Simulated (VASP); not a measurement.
# Si2Te4S (P1) in VASP: relaxation of cell and atoms with PBE

Aim: the relaxation of cell and atoms of Si2Te4S with PBE.

Program: VASP 6.6.1. These are calculated values, not measurements. Logs are shortened: lines on timing, memory, paths and dates and some standing lists are left out, and cuts for length are marked.

## (1) The cell of the first run

The typed cell holds 7 atoms: a = 3.805 Å, b = 3.879 Å, c = 14.420 Å, α = 90.34°, β = 89.79°, γ = 119.44°.

## (2) Relaxation of cell and atoms, PBE

INCAR

```
SYSTEM = Si2Te4S
  ALGO = Normal
  EDIFF = 1E-6
  EDIFFG = -0.025
  ENCUT = 600
  GGA = PE
  IBRION = 2
  ISIF = 3
  ISMEAR = 0
  LASPH = .True.
  LCHARG = .False.
  LREAL = .False.
  LWAVE = .False.
  NELM = 100
  NSW = 80
  PREC = Accurate
  SIGMA = 0.2
```

KPOINTS

```
k-points
0
Gamma
  6 6 2
  0 0 0
```

POSCAR

```
Si2Te4S
1.0
    3.8045717459     -0.0023486369      0.0069249825
   -1.9043198522      3.3791984286     -0.0114603888
    0.0256893073     -0.0342593344     14.4203596555
Si Te S
2 4 1
Direct
   -0.0059207607     -0.0058442071      0.2627121699
    1.0185505490      0.0083521023      0.7337016847
    0.6596632363      0.3331142252      0.3663174117
    0.3237200886      0.6744962740      0.1369274409
    0.6519508897      0.3168363275      0.8665814199
    0.3366641704      0.6647479795      0.6347960200
    0.0153718268      0.0082972985      0.9989638530
```

Potentials or basis: VASP PAW PBE potentials, release 64 (Si, Te, S).

On the command line:

```sh
$ cat potpaw_PBE.64/Si/POTCAR potpaw_PBE.64/Te/POTCAR potpaw_PBE.64/S/POTCAR > POTCAR
$ mpirun -np 1 vasp_std > vasp.out
```

OUTCAR:

```text
SYSTEM = Si2Te4S
   EDIFF = 1E-6
   EDIFFG = -0.025
   ENCUT = 600
   GGA = PE
   IBRION = 2
   ISIF = 3
   ISMEAR = 0
   LASPH = .True.
   LREAL = .False.
   NELM = 100
   NSW = 80
   PREC = Accurate

 ion  position               nearest neighbor table
   1  0.994  0.994  0.263-   3 2.67   3 2.68   3 2.69   4 2.81   4 2.87   4 2.93
   2  0.019  0.008  0.734-   6 2.61   6 2.64   6 2.67   5 2.84   5 2.94   5 3.03
   3  0.660  0.333  0.366-   1 2.67   1 2.68   1 2.69
   4  0.324  0.674  0.137-   1 2.81   1 2.87   7 2.92   1 2.93   7 3.00   7 3.03
   5  0.652  0.317  0.867-   2 2.84   7 2.84   2 2.94   7 2.94   7 3.01   2 3.03
   6  0.337  0.665  0.635-   2 2.61   2 2.64   2 2.67
   7  0.015  0.008  0.999-   5 2.84   4 2.92   5 2.94   4 3.00   5 3.01   4 3.03

  LATTYP: Found a triclinic cell.
 ALAT       =     3.8788590410
 B/A-ratio  =     0.9989541234
 C/A-ratio  =     3.7176971582
 COS(alpha) =     0.0023672772
 COS(beta)  =     0.0058988812
 COS(gamma) =     0.5184635876

  Lattice vectors:

 A1 = (  -1.9043198522,   3.3791984286,  -0.0114603888)
 A2 = (   1.9002518937,   3.3768497917,  -0.0045354063)
 A3 = (  -0.0256893073,   0.0342593344, -14.4203596555)

Analysis of symmetry for initial positions (statically):
=====================================================================
 Subroutine PRICEL returns:
 Original cell was already a primitive cell.

 Routine SETGRP: Setting up the symmetry group for a
 triclinic supercell.

 Subroutine GETGRP returns: Found  1 space group operations
 (whereof  1 operations were pure point group operations)
 out of a pool of  2 trial point group operations.

The static configuration has the point symmetry C_1 .

Analysis of symmetry for dynamics (positions and initial velocities):
=====================================================================
 Subroutine PRICEL returns:
 Original cell was already a primitive cell.

 Routine SETGRP: Setting up the symmetry group for a
 triclinic supercell.

 Subroutine GETGRP returns: Found  1 space group operations
 (whereof  1 operations were pure point group operations)
 out of a pool of  2 trial point group operations.

The dynamic configuration has the point symmetry C_1 .

 Subroutine INISYM returns: Found  1 space group operations
 (whereof  1 operations are pure point group operations),
 and found     1 'primitive' translations

----------------------------------------------------------------------------------------

                                     Primitive cell

  volume of cell :     185.3278

  direct lattice vectors                    reciprocal lattice vectors
     3.804571746 -0.002348637  0.006924983     0.262933355  0.148173564 -0.000116380
    -1.904319852  3.379198429 -0.011460389     0.000181467  0.296032816  0.000702980
     0.025689307 -0.034259334 14.420359656    -0.000126122  0.000164112  0.069347013

  length of vectors
     3.804578773  3.878859041 14.420423234     0.301810151  0.296033707  0.069347321

  position of ions in fractional coordinates (direct lattice)
     0.994079239  0.994155793  0.262712170
     0.018550549  0.008352102  0.733701685
     0.659663236  0.333114225  0.366317412
     0.323720089  0.674496274  0.136927441
     0.651950890  0.316836327  0.866581420
     0.336664170  0.664747979  0.634796020
     0.015371827  0.008297298  0.998963853

  ion indices of the primitive-cell ions
   primitive index   ion index
                 1           1
                 2           2
                 3           3
                 4           4
                 5           5
                 6           6
                 7           7

----------------------------------------------------------------------------------------

 KPOINTS: k-points

Automatic generation of k-mesh.
 Grid dimensions read from file:
 generate k-points for:    6    6    2

 Generating k-lattice:

  Cartesian coordinates                     Fractional coordinates (reciprocal lattice)
     0.043822226  0.024695594 -0.000019397     0.166666667 -0.000000000  0.000000000
     0.000030245  0.049338803  0.000117163     0.000000000  0.166666667  0.000000000
    -0.000063061  0.000082056  0.034673506     0.000000000 -0.000000000  0.500000000

  Length of vectors
     0.050301692  0.049338951  0.034673661

  Shift w.r.t. Gamma in fractional coordinates (k-lattice)
     0.000000000  0.000000000  0.000000000

 Subroutine IBZKPT returns following result:
 ===========================================

 Found     40 irreducible k-points:

 Following reciprocal coordinates:
            Coordinates               Weight
  0.000000  0.000000  0.000000      1.000000
  0.166667  0.000000  0.000000      2.000000
  0.333333  0.000000  0.000000      2.000000
  0.500000  0.000000 -0.000000      1.000000
  0.000000  0.166667  0.000000      2.000000
  0.166667  0.166667  0.000000      2.000000
[... 16 lines left out ...]
  0.333333  0.000000  0.500000      2.000000
  0.500000 -0.000000  0.500000      1.000000
 [... further k-points ...]
   k-points           NKPTS =     40   k-points in BZ     NKDIM =     40   number of bands    NBANDS=     23
   number of dos      NEDOS =    301   number of ions     NIONS =      7
   total plane-waves  NPLWV = 115200
   dimension x,y,z NGX =    30 NGY =   32 NGZ =  120
   dimension x,y,z NGXF=    60 NGYF=   64 NGZF=  240
   ions per type =               2   4   1
   NGX,Y,Z   is equivalent  to a cutoff of  13.11, 13.72, 13.83 a.u.
   NGXF,Y,Z  is equivalent  to a cutoff of  26.22, 27.43, 27.67 a.u.
 SYSTEM =  Si2Te4S
   PREC   = accura    normal or accurate (medium, high low for compatibility)
   ISTART =      0    job   : 0-new  1-cont  2-samecut
   ICHARG =      2    charge: 1-file 2-atom 10-const
   ISPIN  =      1    spin polarized calculation?
   LNONCOLLINEAR =      F non collinear calculations
   LSORBIT =      F    spin-orbit coupling
   LASPH  =      T    aspherical Exc in radial PAW
   ENCUT  =  600.0 eV  44.10 Ry    6.64 a.u.   7.60  7.75 28.80*2*pi/ulx,y,z
   NELM   =    100;   NELMIN=  2; NELMDL= -5     # of ELM steps
   EDIFF  = 0.1E-05   stopping-criterion for ELM
   LREAL  =      F    real-space projection
   EDIFFG = -.3E-01   stopping-criterion for IOM
   NSW    =     80    number of steps for IOM
   IBRION =      2    ionic relax: 0-MD 1-quasi-New 2-CG
   NFREE  =      1    steps in history (QN), initial steepest desc. (CG)
   ISIF   =      3    stress and relaxation
   ISYM   =      2    0-nonsym 1-usesym 2-fastsym
   POTIM  = 0.5000    time-step for ionic-motion
   TEBEG  =    0.0;   TEEND  =   0.0 temperature during run
   PSTRESS=    0.0 pullay stress
   NELECT =      38.0000    total number of electrons
   NUPDOWN=      -1.0000    fix difference up-down
   EMIN   =  10.00;   EMAX   =-10.00  energy-range for DOS
   EFERMI =   0.00;   METHOD = LEGACY
   ISMEAR =     0;   SIGMA  =   0.20  broadening in eV -4-tet -1-fermi 0-gaus
   EFERMI_NEDOS =   21; number of points for ismear=-14 and -15
   IALGO  =     38    algorithm
   IMIX   =      4    mixing-type and parameters
     AMIX     =   0.40;   BMIX     =  1.00
     AMIX_MAG =   1.60;   BMIX_MAG =  1.00
  volume/ion in A,a.u.               =      26.48       178.66
  Fermi-wavevector in a.u.,A,eV,Ry     =   0.965360  1.824265 12.679532  0.931919
  Thomas-Fermi vector in A             =   2.095070
   LORBIT       =      0    0 simple, 1 ext, 2 COOP (PROOUT), +10 PAW based schemes
   GGA     = PE    functional components
   LHFCALC =     F    Hartree Fock is set to
   AEXX    =    0.0000 exact exchange contribution
   IVDW    =     0    specifies the selected vdW correction
   LEPSILON=     F    determine dielectric tensor
   LRPA    =     F    only Hartree local field effects (RPA)
 conjugate gradient relaxation of ions
 non-spin polarized calculation
 Gauss-broadening in eV      SIGMA  =   0.20
  energy-cutoff  :      600.00
  volume of cell :      185.33
 maximum number of plane-waves:      6224
   NGX = 15   NGY = 15   NGZ = 57

--------------------------------------- Ionic step        1  -------------------------------------------

 number of electron      38.0000001 magnetization

 Free energy of the ion-electron system (eV)
  ---------------------------------------------------
  ext. energy  EPLUGINS =         0.00000000
  ---------------------------------------------------
  free energy    TOTEN  =       -26.22109032 eV

  energy without entropy =      -26.15930121  energy(sigma->0) =      -26.19019577

------------------------ aborting loop because EDIFF is reached ----------------------------------------

  FORCE on cell =-STRESS in cart. coord.  units (eV):
  Direction    XX          YY          ZZ          XY          YZ          ZX
  --------------------------------------------------------------------------------------
  -------------------------------------------------------------------------------------
  Total        0.9609035      0.4738613      1.6772786     -0.1168495      1.1824573     -0.1330541
  in kB        8.3071056      4.0965783     14.5002393     -1.0101757     10.2224610     -1.1502656
  external PRESSURE =       8.9679744 kB  Pullay stress =       0.0000000 kB
[... 104 lines left out ...]
  FREE ENERGIE OF THE ION-ELECTRON SYSTEM (eV)
  ---------------------------------------------------
  free  energy   TOTEN  =       -26.3027572309 eV

  energy  without entropy=      -26.2436194166  energy(sigma->0) =      -26.27318832

[... ionic steps 4 to 44 ...]

--------------------------------------- Ionic step       45  -------------------------------------------

 number of electron      37.9999999 magnetization

------------------------ aborting loop because EDIFF is reached ----------------------------------------

  FORCE on cell =-STRESS in cart. coord.  units (eV):
  Direction    XX          YY          ZZ          XY          YZ          ZX
  --------------------------------------------------------------------------------------
  -------------------------------------------------------------------------------------
  Total        0.1073134      0.0304297      0.1003722     -0.0103672     -0.0122712     -0.0234430
  in kB        0.8818671      0.2500615      0.8248268     -0.0851943     -0.1008409     -0.1926474
  external PRESSURE =       0.6522518 kB  Pullay stress =       0.0000000 kB
[... 67 lines left out ...]
  energy  without entropy=      -26.6642722810  energy(sigma->0) =      -26.68689588

--------------------------------------- Ionic step       47  -------------------------------------------

 number of electron      37.9999999 magnetization

 Free energy of the ion-electron system (eV)
  ---------------------------------------------------
  ext. energy  EPLUGINS =         0.00000000
  ---------------------------------------------------
  free energy    TOTEN  =       -26.70976655 eV

  energy without entropy =      -26.66430196  energy(sigma->0) =      -26.68703426

 E-fermi :   5.7747     XC(G=0):  -9.1260

 val. band max:        5.7650982143   @ k =   0.1667   0.0000   0.5000
 cond. band min:       5.8576199627   @ k =  -0.3333   0.1667   0.5000
 fundamental gap:      0.0925217484
 Fermi energy:         5.7746577041

 k-point     1 :       0.0000    0.0000    0.0000
  band No.  band energies     occupation
      1      -8.6517      2.00000
      2      -7.5185      2.00000
      3      -7.0143      2.00000
      4      -5.9710      2.00000
      5      -4.7711      2.00000
      6      -0.7162      2.00000
[... 613 lines left out ...]
     22       6.9516      0.00000
     23       8.3746      0.00000

 [... further k-points ...]
[... 5 lines left out ...]
  --------------------------------------------------------------------------------------
  -------------------------------------------------------------------------------------
  Total        0.0624013     -0.0003876      0.0780022      0.0040910     -0.0028342      0.0123019
  in kB        0.5120476     -0.0031806      0.6400642      0.0335698     -0.0232565      0.1009462
  external PRESSURE =       0.3829771 kB  Pullay stress =       0.0000000 kB
[... 22 lines left out ...]
  FREE ENERGIE OF THE ION-ELECTRON SYSTEM (eV)
  ---------------------------------------------------
  free  energy   TOTEN  =       -26.7097665509 eV

  energy  without entropy=      -26.6643019624  energy(sigma->0) =      -26.68703426

 reached required accuracy - stopping structural energy minimisation
```

Run time: 55 min. Hardware: 1 thread of Intel Xeon 6975P-C (Granite Rapids), shared host; peak memory 0.5 GiB.

Results:

- Free energy: -26.7098 eV
- Relaxed volume: 27.89 Å³/atom
- Relaxed cell: a = 3.861 Å, b = 3.962 Å, c = 15.092 Å, α = 77.64°, β = 89.58°, γ = 119.17°
- Space group after relaxing (to 0.1 Å): P-1 (No. 2)
- Energy gained by relaxing: 69.8 meV/atom
- Ionic steps: 47
- Pressure after relaxing: 0.0 GPa
- Largest force after relaxing: 0.021 eV/Å
- Band gap on the k mesh: zero (bands 19 and 20 overlap by 1.01 eV)

Forces on the atoms (eV/Å):
```
Si  -0.006  0.009  0.016
Si  -0.005 -0.007  0.001
Te   0.004  0.007 -0.019
Te  -0.001  0.002  0.007
Te   0.000 -0.002 -0.005
Te   0.004 -0.005  0.006
S    0.003 -0.002 -0.004
```

Step by step:
| step | energy change (eV) | largest force (eV/Å) | pressure (GPa) | volume (Å³) |
| --- | --- | --- | --- | --- |
| 1 | 0.0000 | 0.9796 | 0.90 | 185.33 |
| 3 | -0.0817 | 0.2480 | -0.98 | 189.30 |
| 5 | -0.1156 | 0.2440 | 0.40 | 183.57 |
| 7 | -0.1868 | 0.4675 | 0.77 | 182.49 |
| 9 | -0.2585 | 0.4667 | -0.59 | 188.83 |
| 11 | -0.3196 | 0.3053 | 0.75 | 186.59 |
| 13 | -0.3867 | 0.2348 | -0.36 | 190.83 |
| 15 | -0.4037 | 0.2283 | -0.23 | 190.22 |
| 17 | -0.4338 | 0.1627 | 0.10 | 188.34 |
| 19 | -0.4543 | 0.1580 | 0.11 | 188.45 |
| 21 | -0.4594 | 0.1099 | 0.10 | 189.04 |
| 23 | -0.4671 | 0.0928 | -0.04 | 191.12 |
| 25 | -0.4709 | 0.0773 | -0.07 | 191.37 |
| 27 | -0.4736 | 0.0886 | -0.05 | 191.26 |
| 29 | -0.4769 | 0.0538 | 0.14 | 191.07 |
| 31 | -0.4808 | 0.0499 | -0.03 | 192.49 |
| 33 | -0.4820 | 0.0660 | -0.04 | 193.05 |
| 35 | -0.4845 | 0.0486 | 0.14 | 193.29 |
| 37 | -0.4863 | 0.0581 | -0.10 | 194.76 |
| 39 | -0.4871 | 0.0436 | 0.03 | 194.60 |
| 41 | -0.4877 | 0.0734 | 0.01 | 195.08 |
| 43 | -0.4882 | 0.0279 | -0.05 | 195.22 |
| 45 | -0.4884 | 0.0259 | 0.07 | 194.97 |
| 47 | -0.4887 | 0.0207 | 0.04 | 195.25 |

Final structure:
```
Si Te S
1.0
     3.86130   -0.00069    0.01462
    -1.93260    3.42974    0.44972
     0.05456    1.79729   14.98467
Si Te S
2 4 1
Direct
  0.04097 0.09600 0.24913
  0.95930 0.90371 0.75081
  0.63557 0.29180 0.35417
  0.43587 0.87937 0.13310
  0.56419 0.12077 0.86684
  0.36415 0.70768 0.64591
  0.99995 0.00067 0.00004
```

Caveat: spin-orbit coupling is left out, which moves the levels of the heavy elements.

The gap in the log of VASP goes by the Fermi energy; the results here count the filled bands.